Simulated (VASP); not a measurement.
Wanted: the native input for a VASP 6.6.1 run.

| Item | Value |
| --- | --- |
| Task | single point |
| Functional | PBEsol |
| Potentials or basis | VASP PAW PBE potentials, release 64 (Ru_pv) |
| Cutoff | 520 eV |
| k mesh | 18 × 18 × 10 |
| Occupations | gaussian, width 0.15 eV |
| Spin | no spin polarisation |
| Dipole correction | no |
| Further INCAR settings | ALGO = Fast; EDIFF = 1e-06; NBANDS = 21 |

The structure of Ru lies in POSCAR:

```
Ru
1.0
    2.7254575605      0.0000000000      0.0000000000
   -1.3627287802      2.3603154843      0.0000000000
    0.0000000000      0.0000000000      4.2523798378
Ru
2
Direct
    0.3333333333      0.6666666667      0.2500000000
    0.6666666667      0.3333333333      0.7500000000
```

One way to write it, as run:

INCAR

```
ALGO     = Fast           # electronic algorithm
EDIFF    = 1E-6           # SCF threshold, eV
ENCUT    = 520            # plane-wave cutoff, eV
GGA      = PS             # functional
ISIF     = 2              # what is computed and relaxed
ISMEAR   = 0              # smearing method
LASPH    = T              # aspherical terms in the spheres
LCHARG   = F              # write CHGCAR
LREAL    = F              # projectors in reciprocal space
LWAVE    = F              # write WAVECAR
NBANDS   = 21             # bands
NELM     = 60             # most SCF steps
PREC     = Accurate       # precision mode
SIGMA    = 0.15           # smearing width, eV
```

KPOINTS

```
k-points
0
Gamma
  18 18 10
```

Potentials or basis: VASP PAW PBE potentials, release 64 (Ru_pv).

Command:

```bash
$ cat potpaw_PBE.64/Ru_pv/POTCAR > POTCAR
$ mpirun -np 1 vasp_std > vasp.out
```

Results of the run:

| Quantity | Value |
| --- | --- |
| Pressure | -8.5 GPa |
| Band gap on the k mesh | zero (band 14 reaches 14.02 eV, above the bottom of band 15 at 10.95 eV) |

Caveat: the PAW data sets were made with another functional, which shifts forces and pressure a little.

Run time: 38 s on 1 thread of Intel(R) Xeon(R) 6975P-C (Granite Rapids), on a shared host, peak memory 0.2 GiB.
